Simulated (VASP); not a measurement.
Crystal: BN.

```
B N
1.0
     2.54395    0.00000    0.00000
    -1.27197    2.09407    0.00000
     0.00000    0.00000    4.20782
B N
2 2
Direct
  0.66681 0.33363 0.00062
  0.33319 0.66637 0.50062
  0.66952 0.33904 0.37438
  0.33048 0.66096 0.87438
```

This cell differs from its parent crystal: uniaxial y strain -5.0%.

Base run:

| Quantity | Value |
| --- | --- |
| Program | VASP 6.6.1 |
| Functional | r2SCAN |
| Potentials or basis | VASP PAW PBE potentials, release 64 (B, N) |
| Cutoff | 520 eV |
| k mesh | 12 × 12 × 6 |
| Occupations | gaussian, width 0.01 eV |
| Spin | no spin polarisation |

Its results: band gap on the k mesh 5.26 eV, indirect (least direct gap 8.51 eV); pressure 23.7 GPa; largest force 0.013 eV/Å.

Task: The run is repeated on the same cell with these changes: functional from r2SCAN to PBE; occupations from gaussian, width 0.01 eV to fermi-dirac, width 0.02 eV. What comes out?

Result: Band gap on the k mesh 4.73 eV, indirect (least direct gap 7.84 eV); pressure 27.2 GPa; largest force 0.069 eV/Å.

Caveats: the PAW data sets were made with another functional, which shifts forces and pressure a little (some runs).

A k mesh can miss the band edges.
